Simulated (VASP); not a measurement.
# La4TaO (P-6m2) in VASP: further runs

The runs below take La4TaO through single point, with PBE.

All numbers are computed with VASP 6.6.1; they aren't measurements. Logs are shortened: lines on timing, memory, paths and dates and some standing lists are left out, and cuts for length are marked.

**1. The cell of the first run**

Symmetry: P-6m2, No. 187, hexagonal system. The conventional cell has a = 6.140 Å, b = 6.140 Å, c = 4.491 Å, α = 90.00°, β = 90.00°, γ = 120.00°. La (site symmetry -6m2) has 6 La at 2.86 Å and 3 Ta at 3.54 Å and 3 O at 3.54 Å within 3.8 Å. La (site symmetry mm2) has 2 Ta at 2.86 Å and 6 La at 2.86 to 3.07 Å and 4 O at 3.80 Å within 3.9 Å. Within 3.8 Å of Ta (site symmetry -6m2) lie 9 La at 2.86 to 3.54 Å and 3 O at 3.54 Å. Within 4.7 Å of O (site symmetry -6m2) lie 15 La at 3.54 to 3.80 Å and 3 Ta at 3.54 Å and 2 O at 4.49 Å.

The cell was generated, and may not be a known phase.

**2. Single point, PBE, collinear spin**

Input file INCAR:

```
PREC     = Accurate       # precision mode
ENCUT    = 600            # plane-wave cutoff, eV
EDIFF    = 1E-6           # SCF threshold, eV
ISMEAR   = 0              # smearing method
SIGMA    = 0.1            # smearing width, eV
LREAL    = F              # projectors in reciprocal space
LASPH    = T              # aspherical terms in the spheres
NELM     = 200            # most SCF steps
ALGO     = Normal         # electronic algorithm
ISIF     = 2              # what is computed and relaxed
LWAVE    = F              # write WAVECAR
LCHARG   = F              # write CHGCAR
ISPIN    = 2              # spin polarisation
MAGMOM   = 0 0 0 0 1 0    # initial moments
LORBIT   = 11             # projections on sites
LMAXMIX  = 6              # l up to which the mixer works
GGA      = PE             # functional
NBANDS   = 44             # bands
GGA_COMPAT= F
```

Input file KPOINTS:

```
Automatic mesh
0
Gamma
  3 3 4
```

Input file POSCAR:

```
La4TaO
1.0
    6.1397897800      0.0000000000      0.0000000000
   -3.0698948900      5.3172139300      0.0000000000
    0.0000000000      0.0000000000      4.4908674800
La Ta O
4 1 1
Direct
    0.0000000000      0.0000000000      0.0000000000
    0.3334793300      0.1667396700      0.5000000000
    0.8332603300      0.1667396700      0.5000000000
    0.8332603300      0.6665206700      0.5000000000
    0.6666666700      0.3333333300      0.0000000000
    0.3333333300      0.6666666700      0.0000000000
```

Potentials or basis: VASP PAW PBE potentials, release 64 (La, Ta_pv, O).

Command:

```sh
cat potpaw_PBE.64/La/POTCAR potpaw_PBE.64/Ta_pv/POTCAR potpaw_PBE.64/O/POTCAR > POTCAR
mpirun -np 1 vasp_std > vasp.out
```

OUTCAR:

```text
PREC = Accurate
   ENCUT = 600
   EDIFF = 1E-6
   ISMEAR = 0
   LREAL = F
   LASPH = T
   NELM = 200
   ISIF = 2
   ISPIN = 2
   LORBIT = 11
   GGA = PE

 ion  position               nearest neighbor table
   1  0.000  0.000  0.000-   2 2.86   2 2.86   4 2.86   4 2.86   3 2.86   3 2.86   5 3.54   5 3.54
                             5 3.54
   2  0.333  0.167  0.500-   5 2.86   5 2.86   1 2.86   1 2.86   3 3.07   4 3.07   3 3.07   4 3.07

   3  0.833  0.167  0.500-   5 2.86   5 2.86   1 2.86   1 2.86   2 3.07   4 3.07   2 3.07   4 3.07

   4  0.833  0.667  0.500-   5 2.86   5 2.86   1 2.86   1 2.86   3 3.07   2 3.07   2 3.07   3 3.07

   5  0.667  0.333  0.000-   3 2.86   3 2.86   2 2.86   2 2.86   4 2.86   4 2.86   1 3.54   1 3.54
                             1 3.54
   6  0.333  0.667  0.000-

  LATTYP: Found a hexagonal cell.
 ALAT       =     6.1397897800
 C/A-ratio  =     0.7314366845

  Lattice vectors:

 A1 = (   6.1397897800,   0.0000000000,   0.0000000000)
 A2 = (  -3.0698948900,   5.3172139300,   0.0000000000)
 A3 = (   0.0000000000,   0.0000000000,   4.4908674800)

Analysis of symmetry for initial positions (statically):
=====================================================================
 Subroutine PRICEL returns:
 Original cell was already a primitive cell.

 Routine SETGRP: Setting up the symmetry group for a
 hexagonal supercell.

 Subroutine GETGRP returns: Found 12 space group operations
 (whereof 12 operations were pure point group operations)
 out of a pool of 24 trial point group operations.

The static configuration has the point symmetry D_3h.

Analysis of symmetry for dynamics (positions and initial velocities):
=====================================================================
 Subroutine PRICEL returns:
 Original cell was already a primitive cell.

 Routine SETGRP: Setting up the symmetry group for a
 hexagonal supercell.

 Subroutine GETGRP returns: Found 12 space group operations
 (whereof 12 operations were pure point group operations)
 out of a pool of 24 trial point group operations.

The dynamic configuration has the point symmetry D_3h.

Analysis of structural, dynamic, and magnetic symmetry:
=====================================================================
 Subroutine PRICEL returns:
 Original cell was already a primitive cell.

 Routine SETGRP: Setting up the symmetry group for a
 hexagonal supercell.

 Subroutine GETGRP returns: Found 12 space group operations
 (whereof 12 operations were pure point group operations)
 out of a pool of 24 trial point group operations.

The overall configuration has the point symmetry D_3h.

 Subroutine INISYM returns: Found 12 space group operations
 (whereof 12 operations are pure point group operations),
 and found     1 'primitive' translations

----------------------------------------------------------------------------------------

                                     Primitive cell

  volume of cell :     146.6114

  direct lattice vectors                    reciprocal lattice vectors
     6.139789780  0.000000000  0.000000000     0.162872026  0.094034208  0.000000000
    -3.069894890  5.317213930  0.000000000     0.000000000  0.188068416  0.000000000
     0.000000000  0.000000000  4.490867480     0.000000000  0.000000000  0.222674128

  length of vectors
     6.139789780  6.139789786  4.490867480     0.188068416  0.188068416  0.222674128

  position of ions in fractional coordinates (direct lattice)
     0.000000000  0.000000000  0.000000000
     0.333479330  0.166739670  0.500000000
     0.833260330  0.166739670  0.500000000
     0.833260330  0.666520670  0.500000000
     0.666666670  0.333333330  0.000000000
     0.333333330  0.666666670  0.000000000

[... 37 lines left out ...]
  0.000000  0.000000  0.000000      1.000000
  0.333333 -0.000000  0.000000      6.000000
  0.333333  0.333333  0.000000      2.000000
  0.000000  0.000000  0.250000      2.000000
  0.333333 -0.000000  0.250000     12.000000
  0.333333  0.333333  0.250000      4.000000
  0.000000  0.000000  0.500000      1.000000
  0.333333 -0.000000  0.500000      6.000000
  0.333333  0.333333  0.500000      2.000000
   k-points           NKPTS =      9   k-points in BZ     NKDIM =      9   number of bands    NBANDS=     44
   number of dos      NEDOS =    301   number of ions     NIONS =      6
   total plane-waves  NPLWV =  90000
   dimension x,y,z NGX =    50 NGY =   50 NGZ =   36
   dimension x,y,z NGXF=   100 NGYF=  100 NGZF=   72
   ions per type =               4   1   1
   NGX,Y,Z   is equivalent  to a cutoff of  13.54, 13.54, 13.33 a.u.
   NGXF,Y,Z  is equivalent  to a cutoff of  27.08, 27.08, 26.65 a.u.
 SYSTEM =  unknown system
   PREC   = accura    normal or accurate (medium, high low for compatibility)
   ISTART =      0    job   : 0-new  1-cont  2-samecut
   ICHARG =      2    charge: 1-file 2-atom 10-const
   ISPIN  =      2    spin polarized calculation?
   LNONCOLLINEAR =      F non collinear calculations
   LSORBIT =      F    spin-orbit coupling
   LASPH  =      T    aspherical Exc in radial PAW
   ENCUT  =  600.0 eV  44.10 Ry    6.64 a.u.  12.26 12.26  8.97*2*pi/ulx,y,z
   NELM   =    200;   NELMIN=  2; NELMDL= -5     # of ELM steps
   EDIFF  = 0.1E-05   stopping-criterion for ELM
   LREAL  =      F    real-space projection
   EDIFFG = 0.1E-04   stopping-criterion for IOM
   NSW    =      0    number of steps for IOM
   IBRION =     -1    ionic relax: 0-MD 1-quasi-New 2-CG
   NFREE  =      0    steps in history (QN), initial steepest desc. (CG)
   ISIF   =      2    stress and relaxation
   ISYM   =      2    0-nonsym 1-usesym 2-fastsym
   POTIM  = 0.5000    time-step for ionic-motion
   TEBEG  =    0.0;   TEEND  =   0.0 temperature during run
   PSTRESS=    0.0 pullay stress
   NELECT =      61.0000    total number of electrons
   NUPDOWN=      -1.0000    fix difference up-down
   EMIN   =  10.00;   EMAX   =-10.00  energy-range for DOS
   EFERMI =   0.00;   METHOD = LEGACY
   ISMEAR =     0;   SIGMA  =   0.10  broadening in eV -4-tet -1-fermi 0-gaus
   EFERMI_NEDOS =   21; number of points for ismear=-14 and -15
   IALGO  =     38    algorithm
   IMIX   =      4    mixing-type and parameters
     AMIX     =   0.40;   BMIX     =  1.00
     AMIX_MAG =   1.60;   BMIX_MAG =  1.00
  volume/ion in A,a.u.               =      24.44       164.90
  Fermi-wavevector in a.u.,A,eV,Ry     =   1.222162  2.309552 20.322753  1.493680
  Thomas-Fermi vector in A             =   2.357319
   LORBIT       =     11    0 simple, 1 ext, 2 COOP (PROOUT), +10 PAW based schemes
   GGA     = PE    functional components
   LHFCALC =     F    Hartree Fock is set to
   AEXX    =    0.0000 exact exchange contribution
   IVDW    =     0    specifies the selected vdW correction
   LEPSILON=     F    determine dielectric tensor
   LRPA    =     F    only Hartree local field effects (RPA)
 spin polarized calculation
 Gauss-broadening in eV      SIGMA  =   0.10
  energy-cutoff  :      600.00
  volume of cell :      146.61
 maximum number of plane-waves:      4938
 NGX is ok and might be reduce to    50
   NGX = 25   NGY = 25   NGZ = 17

 number of electron      60.9999998 magnetization       0.0070052

 Free energy of the ion-electron system (eV)
  ---------------------------------------------------
  ext. energy  EPLUGINS =         0.00000000
  ---------------------------------------------------
  free energy    TOTEN  =       -28.70755461 eV

  energy without entropy =      -28.66360099  energy(sigma->0) =      -28.68557780

 E-fermi :   8.5611     XC(G=0): -10.4070

 val. band max:        8.5603192307   @ k =   0.3333   0.3333   0.0000
 cond. band min:       8.5625414440   @ k =   0.3333   0.3333   0.0000
 fundamental gap:      0.0022222132
 Fermi energy:         8.5610566752

 spin component 1

 k-point     1 :       0.0000    0.0000    0.0000
  band No.  band energies     occupation
      1     -25.4328      1.00000
      2     -25.4328      1.00000
      3     -25.4002      1.00000
      4     -24.7514      1.00000
      5     -23.3290      1.00000
      6     -23.3290      1.00000
[... 394 lines left out ...]
     41      10.7720      0.00000
     42      11.0216      0.00000
 Fermi energy:         8.5610566752

 spin component 2

 k-point     1 :       0.0000    0.0000    0.0000
  band No.  band energies     occupation
      1     -25.4326      1.00000
      2     -25.4326      1.00000
      3     -25.4002      1.00000
      4     -24.7509      1.00000
      5     -23.3285      1.00000
      6     -23.3285      1.00000
[... 394 lines left out ...]
     41      10.7725      0.00000
     42      11.0251      0.00000
 [bands above 42 left out]

------------------------ aborting loop because EDIFF is reached ----------------------------------------

  FORCE on cell =-STRESS in cart. coord.  units (eV):
  Direction    XX          YY          ZZ          XY          YZ          ZX
  --------------------------------------------------------------------------------------
  -------------------------------------------------------------------------------------
  Total       10.2950633     10.2950633     18.2664455      0.0000000     -0.0000000      0.0000000
  in kB      112.5049753    112.5049755    199.6166455      0.0000000     -0.0000000      0.0000000
  external PRESSURE =     141.5421988 kB  Pullay stress =       0.0000000 kB

 VOLUME and BASIS-vectors are now :
 -----------------------------------------------------------------------------
  energy-cutoff  :      600.00
  volume of cell :      146.61
      direct lattice vectors                 reciprocal lattice vectors
     6.139789780  0.000000000  0.000000000     0.162872026  0.094034208  0.000000000
    -3.069894890  5.317213930  0.000000000     0.000000000  0.188068416  0.000000000
     0.000000000  0.000000000  4.490867480     0.000000000  0.000000000  0.222674128

 POSITION                                       TOTAL-FORCE (eV/Angst)
 -----------------------------------------------------------------------------------
      0.00000      0.00000      0.00000         0.000000      0.000000      0.000000
      1.53562      0.88659      2.24543         1.132385      0.653783     -0.000000
      4.60417      0.88659      2.24543        -1.132385      0.653783     -0.000000
      3.06989      3.54403      2.24543         0.000000     -1.307566      0.000000
      3.06989      1.77240      0.00000         0.000000      0.000000      0.000000
     -0.00000      3.54481      0.00000         0.000000      0.000000      0.000000
 -----------------------------------------------------------------------------------
    total drift:                                0.000135     -0.000078     -0.000000

  FREE ENERGIE OF THE ION-ELECTRON SYSTEM (eV)
  ---------------------------------------------------
  free  energy   TOTEN  =       -28.7075546071 eV

  energy  without entropy=      -28.6636009909  energy(sigma->0) =      -28.68557780

 total charge

# of ion       s       p       d       f       tot
--------------------------------------------------
    1        2.019   5.513   1.498   0.316   9.345
    2        2.036   5.482   1.478   0.299   9.295
    3        2.036   5.482   1.478   0.299   9.295
    4        2.036   5.482   1.478   0.299   9.295
    5        0.419   6.020   2.666   0.000   9.105
    6        1.595   3.101   0.000   0.000   4.696
--------------------------------------------------
tot         10.142  31.079   8.598   1.213  51.031

 magnetization (x)

# of ion       s       p       d       f       tot
--------------------------------------------------
    1        0.000  -0.000   0.000   0.000   0.001
    2        0.000   0.000   0.001   0.000   0.001
    3        0.000   0.000   0.001   0.000   0.001
    4        0.000   0.000   0.001   0.000   0.001
    5        0.000   0.000   0.000   0.000   0.000
    6       -0.000  -0.000   0.000   0.000  -0.000
--------------------------------------------------
tot          0.000  -0.000   0.003   0.001   0.004
```

It took 4.6 min on 1 thread of Oxide Virtual Turin-like, shared host; peak memory 0.38 GiB.

What came out:

| Item | Value |
| --- | --- |
| Free energy | -28.7076 eV |
| Pressure | 14.2 GPa |
| Largest force | 1.308 eV/Å |
| Net moment | 0.01 μB per cell |
| Valence electrons inside the program's atomic spheres | La 9.35, 9.29 (each value once); Ta 9.11; O 4.70 |

Forces in eV/Å, atoms in the order of the input:
```
La   0.000  0.000  0.000
La   1.132  0.654  0.000
La  -1.132  0.654  0.000
La   0.000 -1.308  0.000
Ta   0.000  0.000  0.000
O    0.000  0.000  0.000
```

Caveat: the k points lie up to 0.39 Å⁻¹ apart; spin-orbit coupling is left out, which moves the levels of the heavy elements; forces of over 1 eV/Å act on the atoms, so gaps and moduli don't describe the material at rest.

**3. Single point, PBE, collinear spin**

This run uses another cell than the first one, of 31.26 Å³/atom.

Input file INCAR:

```
ALGO = Normal
EDIFF = 1E-6
ENCUT = 600
GGA = PE
GGA_COMPAT = False
ISIF = 2
ISMEAR = 0
ISPIN = 2
LASPH = True
LCHARG = False
LMAXMIX = 6
LORBIT = 11
LREAL = False
LWAVE = False
MAGMOM = 0 0 0 0 1 0
NBANDS = 44
NELM = 200
PREC = Accurate
SIGMA = 0.1
```

Input file KPOINTS:

```
k-points
0
Gamma
  3 3 4
```

Input file POSCAR:

```
La4TaO
1.0
    6.6140631784      0.0000000000      0.0000000000
   -3.3070315892      5.7279467348      0.0000000000
    0.0000000000      0.0000000000      4.9508521259
La Ta O
4 1 1
Direct
    0.0000000000      0.0000000000      0.0000000000
    0.3485604172      0.1742802086      0.5000000000
    0.8257197914      0.1742802086      0.5000000000
    0.8257197914      0.6514395828      0.5000000000
    0.6666666667      0.3333333333      0.0000000000
    0.3333333333      0.6666666667      0.0000000000
```

Potentials or basis: VASP PAW PBE potentials, release 64 (La, Ta_pv, O).

Command:

```sh
cat potpaw_PBE.64/La/POTCAR potpaw_PBE.64/Ta_pv/POTCAR potpaw_PBE.64/O/POTCAR > POTCAR
mpirun -np 1 vasp_std > vasp.out
```

It took 7 min on 1 thread of Oxide Virtual Turin-like, shared host; peak memory 0.49 GiB.

Results (log left out):

- Free energy: -30.3029 eV
- Pressure: 0.0 GPa
- Largest force: 0.016 eV/Å
- Net moment: 0.01 μB per cell
- Valence electrons inside the program's atomic spheres: La 8.85, 8.93 (each value once); Ta 8.81; O 4.67

Forces in eV/Å, atoms in the order of the input:
```
La   0.000  0.000  0.000
La   0.014  0.008  0.000
La  -0.014  0.008  0.000
La   0.000 -0.016  0.000
Ta   0.000  0.000  0.000
O    0.000  0.000  0.000
```

Stress tensor (GPa, compression positive):
```
 0.05  0.00  0.00
 0.00  0.05  0.00
 0.00  0.00 -0.02
```

Levels at points of the mesh, in eV from the Fermi level:
Spin up:
```
           k point  band 28  band 29  band 30  band 31  band 32  band 33  band 34  band 35
(0.00, 0.00, 0.00)    -0.90    -0.90    -0.38     0.00     0.11     0.11     1.07     1.07
(0.00, 0.00, 0.50)    -0.99     0.26     0.26     0.32     0.32     0.62     0.62     0.68
```
Spin down:
```csv
k point,band 29,band 30,band 31,band 32,band 33,band 34
"(0.00, 0.00, 0.00)",-0.90,-0.38,0.00,0.11,0.11,1.07
"(0.00, 0.00, 0.50)",0.26,0.26,0.32,0.32,0.62,0.62
```

Caveat: the k points lie up to 0.37 Å⁻¹ apart; spin-orbit coupling is left out, which moves the levels of the heavy elements.
